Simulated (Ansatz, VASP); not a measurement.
# Ca: VASP beside Ansatz

File POSCAR:

```
Ca
1.0
    0.0000000000      2.7835023068      2.7835023068
    2.7835023068      0.0000000000      2.7835023068
    2.7835023068      2.7835023068      0.0000000000
Ca
1
Direct
    0.0000000000      0.0000000000      0.0000000000
```

The input INCAR.step1:

```
  PREC = Accurate
  ENCUT = 520
  ISMEAR = -1
  SIGMA = 0.1
  LREAL = False
  LASPH = True
  NELM = 80
  NBANDS = 11
  GGA = PE
  ALGO = Normal
  EDIFF = 1E-4
  LWAVE = True
  LCHARG = False
```

Contents of INCAR.step2:

```
  PREC = Accurate
  ENCUT = 520
  EDIFF = 1E-6
  ISMEAR = -1
  SIGMA = 0.1
  LREAL = False
  LASPH = True
  NELM = 80
  ALGO = Normal
  ISIF = 2
  LWAVE = False
  LCHARG = False
  METAGGA = R2SCAN
  LMIXTAU = True
  NBANDS = 11
  ISTART = 1
```

The input KPOINTS:

```
Automatic mesh
0
Gamma
  8 8 8
```

Input for Ansatz:

```yaml
crystal:
  lattice:
    - [0.0, 2.7835023068, 2.7835023068]
    - [2.7835023068, 0.0, 2.7835023068]
    - [2.7835023068, 2.7835023068, 0.0]
  atoms:
    - { symbol: Ca, position: [0.0, 0.0, 0.0] }
hamiltonian:
  xc: r2scan
  pseudopotentials:
    kind: paw
    azcp:
      Ca: "pseudopotentials/Ca.paw.azcp"
basis:
  ecutwfc: 500
  fft_grid_basis: typed
kpoints:
  mp_grid: { grid: [8, 8, 8], shift: [0, 0, 0] }
magnetization:
  spin_polarized: false
scf:
  occupations: { method: fermi_dirac, width: 0.1 }
  lower_state_search: "off"
output:
  stress: true
```

Alike in both runs: task single point; functional r2SCAN; k mesh 8 × 8 × 8; occupations fermi-dirac, width 0.1 eV; no spin polarisation.

|  | VASP | Ansatz |
| --- | --- | --- |
| version | VASP 6.6.1 | Ansatz 0.2.0 |
| potentials or method | VASP PAW PBE potentials, release 64 (Ca_sv), cutoff 520 eV | plane waves (500 eV) with PAW, scalar-relativistic |
| valence electrons in the cell | 10 | 10 |

VASP gave:

| Quantity | Value |
| --- | --- |
| pressure (GPa) | 0.1 |

Problem. Estimate Ansatz's values.

Solution. Pressure (GPa): 0.0.

VASP's potentials were made for PBE, not for r2SCAN. The functional is the same, so the differences come from potentials, cutoffs and numerics.
